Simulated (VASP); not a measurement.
# Au (P6_3/mmc) in VASP: a series of runs, part 2 of 2

VASP 6.6.1.

### 3 Relaxation of cell and atoms, PBEsol

This run uses another cell than the first one, of 16.89 Å³/atom, 0.995 times its volume.

File INCAR:

```
ALGO = Normal
EDIFF = 1E-7
EDIFFG = -0.03
ENCUT = 500
GGA = PS
GGA_COMPAT = False
IBRION = 2
ISIF = 3
ISMEAR = -1
LASPH = True
LCHARG = False
LREAL = False
LWAVE = False
NELM = 120
NELMIN = 4
NSW = 60
PREC = Accurate
SIGMA = 0.1
```

File KPOINTS:

```
k-points
0
Gamma
  7 7 4
```

File POSCAR:

```
Au
1.0
    2.8800000000      0.0000000000      0.0000000000
   -1.4400000000      2.4941531629      0.0000000000
    0.0000000000      0.0000000000      4.7030400000
Au
2
Direct
    0.3333333333      0.6666666667      0.2500000000
    0.6666666667      0.3333333333      0.7500000000
```

Potentials or basis: VASP PAW PBE potentials, release 64 (Au).

Started as:

```
$ cat potpaw_PBE.64/Au/POTCAR > POTCAR
$ mpirun -np 1 vasp_std > vasp.out
```

OUTCAR:

```text
EDIFF = 1E-7
   EDIFFG = -0.03
   ENCUT = 500
   GGA = PS
   IBRION = 2
   ISIF = 3
   ISMEAR = -1
   LASPH = True
   LREAL = False
   NELM = 120
   NELMIN = 4
   NSW = 60
   PREC = Accurate

 ion  position               nearest neighbor table
   1  0.333  0.667  0.250-   2 2.88   2 2.88   2 2.88   2 2.88   2 2.88   2 2.88
   2  0.667  0.333  0.750-   1 2.88   1 2.88   1 2.88   1 2.88   1 2.88   1 2.88

  LATTYP: Found a hexagonal cell.
 ALAT       =     2.8800000000
 C/A-ratio  =     1.6330000000

  Lattice vectors:

 A1 = (   2.8800000000,   0.0000000000,   0.0000000000)
 A2 = (  -1.4400000000,   2.4941531629,   0.0000000000)
 A3 = (   0.0000000000,   0.0000000000,   4.7030400000)

Analysis of symmetry for initial positions (statically):
=====================================================================
 Subroutine PRICEL returns:
 Original cell was already a primitive cell.

 Routine SETGRP: Setting up the symmetry group for a
 hexagonal supercell.

 Subroutine GETGRP returns: Found 24 space group operations
 (whereof 12 operations were pure point group operations)
 out of a pool of 24 trial point group operations.

The static configuration has the point symmetry D_3d.
 The point group associated with its full space group is D_6h.

Analysis of symmetry for dynamics (positions and initial velocities):
=====================================================================
 Subroutine PRICEL returns:
 Original cell was already a primitive cell.

 Routine SETGRP: Setting up the symmetry group for a
 hexagonal supercell.

 Subroutine GETGRP returns: Found 24 space group operations
 (whereof 12 operations were pure point group operations)
 out of a pool of 24 trial point group operations.

The dynamic configuration has the point symmetry D_3d.
 The point group associated with its full space group is D_6h.

 Subroutine INISYM returns: Found 24 space group operations
 (whereof 12 operations are pure point group operations),
 and found     1 'primitive' translations

[... 109 lines left out ...]
   EFERMI_NEDOS =   21; number of points for ismear=-14 and -15
   IALGO  =     38    algorithm
   IMIX   =      4    mixing-type and parameters
     AMIX     =   0.40;   BMIX     =  1.00
     AMIX_MAG =   1.60;   BMIX_MAG =  1.00
  volume/ion in A,a.u.               =      16.89       113.99
  Fermi-wavevector in a.u.,A,eV,Ry     =   1.419006  2.681533 27.396401  2.013579
  Thomas-Fermi vector in A             =   2.540072
   LORBIT       =      0    0 simple, 1 ext, 2 COOP (PROOUT), +10 PAW based schemes
   GGA     = PS    functional components
   LHFCALC =     F    Hartree Fock is set to
   AEXX    =    0.0000 exact exchange contribution
   IVDW    =     0    specifies the selected vdW correction
   LEPSILON=     F    determine dielectric tensor
   LRPA    =     F    only Hartree local field effects (RPA)
 conjugate gradient relaxation of ions
 non-spin polarized calculation
  energy-cutoff  :      500.00
  volume of cell :       33.78
 maximum number of plane-waves:       870
 NGX is ok and might be reduce to    24
   NGX = 11   NGY = 11   NGZ = 17

--------------------------------------- Ionic step        1  -------------------------------------------

 number of electron      22.0000001 magnetization

 Free energy of the ion-electron system (eV)
  ---------------------------------------------------
  ext. energy  EPLUGINS =         0.00000000
  ---------------------------------------------------
  free energy    TOTEN  =        -7.89202368 eV

  energy without entropy =       -7.87823123  energy(sigma->0) =       -7.88512745

------------------------ aborting loop because EDIFF is reached ----------------------------------------

  FORCE on cell =-STRESS in cart. coord.  units (eV):
  Direction    XX          YY          ZZ          XY          YZ          ZX
  --------------------------------------------------------------------------------------
  -------------------------------------------------------------------------------------
  Total        0.0564195      0.0564195      0.2496542      0.0000000      0.0000000      0.0000000
  in kB        2.6757508      2.6757508     11.8400955      0.0000000      0.0000000      0.0000000
  external PRESSURE =       5.7305324 kB  Pullay stress =       0.0000000 kB
[... 95 lines left out ...]
--------------------------------------- Ionic step        4  -------------------------------------------

 number of electron      22.0000003 magnetization

 Free energy of the ion-electron system (eV)
  ---------------------------------------------------
  ext. energy  EPLUGINS =         0.00000000
  ---------------------------------------------------
  free energy    TOTEN  =        -7.89257780 eV

  energy without entropy =       -7.87834503  energy(sigma->0) =       -7.88546142

 E-fermi :   9.0999     XC(G=0): -12.9198

 val. band max:        8.9723101686   @ k =   0.4286   0.0000   0.5000
 cond. band min:       9.4679797098   @ k =   0.1429   0.1429   0.2500
 fundamental gap:      0.4956695413
 Fermi energy:         9.0999441246

 k-point     1 :       0.0000    0.0000    0.0000
  band No.  band energies     occupation
      1      -0.6095      2.00000
      2       1.9643      2.00000
      3       4.5971      2.00000
      4       4.7823      2.00000
      5       4.7823      2.00000
      6       5.1295      2.00000
      7       5.1295      2.00000
      8       5.6666      2.00000
      9       5.6666      2.00000
     10       7.1725      2.00000
     11       7.1725      2.00000
     12       8.2721      1.99949
     13      12.3318      0.00000
     14      23.7977      0.00000
[... 442 lines left out ...]
  FREE ENERGIE OF THE ION-ELECTRON SYSTEM (eV)
  ---------------------------------------------------
  free  energy   TOTEN  =        -7.8925778018 eV

  energy  without entropy=       -7.8783450301  energy(sigma->0) =       -7.88546142

 reached required accuracy - stopping structural energy minimisation
```

OSZICAR:

```text
N       E                     dE             d eps       ncg     rms          rms(c)
DAV:   1     0.117308431575E+03    0.11731E+03   -0.11554E+04   720   0.139E+03
DAV:   2    -0.695885099505E+01   -0.12427E+03   -0.11977E+03   769   0.283E+02
DAV:   3    -0.856992678711E+01   -0.16111E+01   -0.16054E+01   895   0.346E+01
[... 30 lines left out ...]
DAV:   2    -0.789291170501E+01    0.10741E-02   -0.11687E-03   776   0.344E-01    0.934E-02
DAV:   3    -0.789259727009E+01    0.31443E-03   -0.40924E-04   776   0.183E-01    0.373E-02
DAV:   4    -0.789257759659E+01    0.19674E-04   -0.55335E-05   818   0.624E-02    0.126E-02
DAV:   5    -0.789257784286E+01   -0.24627E-06   -0.25185E-06   797   0.145E-02    0.380E-03
DAV:   6    -0.789257780183E+01    0.41030E-07   -0.32529E-07   677   0.566E-03
   4 F= -.78925778E+01 E0= -.78854614E+01  d E =-.153109E-03
```

CONTCAR:

```text
Au
   1.00000000000000
     2.8777102159339529    0.0000000000000000    0.0000000000000000
    -1.4388551079669765    2.4921701517296206    0.0000000000000000
     0.0000000000000000    0.0000000000000000    4.7255091519240819
  Au
     2
Direct
     0.3333333332999970    0.6666666667000030    0.2500000000000000
     0.6666666667000030    0.3333333332999970    0.7500000000000000

  0.00000000E+00  0.00000000E+00  0.00000000E+00
  0.00000000E+00  0.00000000E+00  0.00000000E+00
```

It took 25 s on 1 thread of Intel Xeon Platinum 8259CL at 2.50GHz (Skylake/Cascade Lake), shared host; peak memory 0.16 GiB.

Results:

| Quantity | Value |
| --- | --- |
| Free energy | -7.8926 eV |
| Relaxed volume | 16.95 Å³/atom |
| Relaxed cell | a = 2.878 Å, b = 2.878 Å, c = 4.726 Å, α = 90.00°, β = 90.00°, γ = 120.00° |
| Space group after relaxing (to 0.05 Å) | P6_3/mmc (No. 194) |
| Energy gained by relaxing | 0.3 meV/atom |
| Ionic steps | 4 |
| Pressure after relaxing | 0.0 GPa |
| Band gap on the k mesh | zero (band 11 reaches 11.87 eV, above the bottom of band 12 at 6.70 eV) |

The path:
```csv
step,energy change (eV),largest force (eV/Å),pressure (GPa),volume (Å³)
1,0.0000,0.0000,0.57,33.78
2,0.0000,0.0000,-0.96,34.08
3,-0.0004,0.0000,-0.19,33.93
4,-0.0006,0.0000,0.01,33.89
```

Final structure:
```
CELL_PARAMETERS angstrom
2.87771 0.00000 0.00000
-1.43886 2.49217 0.00000
0.00000 0.00000 4.72551
ATOMIC_POSITIONS crystal
Au 0.33333 0.66667 0.25000
Au 0.66667 0.33333 0.75000
```

Caveat: the PAW data sets were made with another functional, which shifts forces and pressure a little; spin-orbit coupling is left out, which moves the levels of the heavy elements.
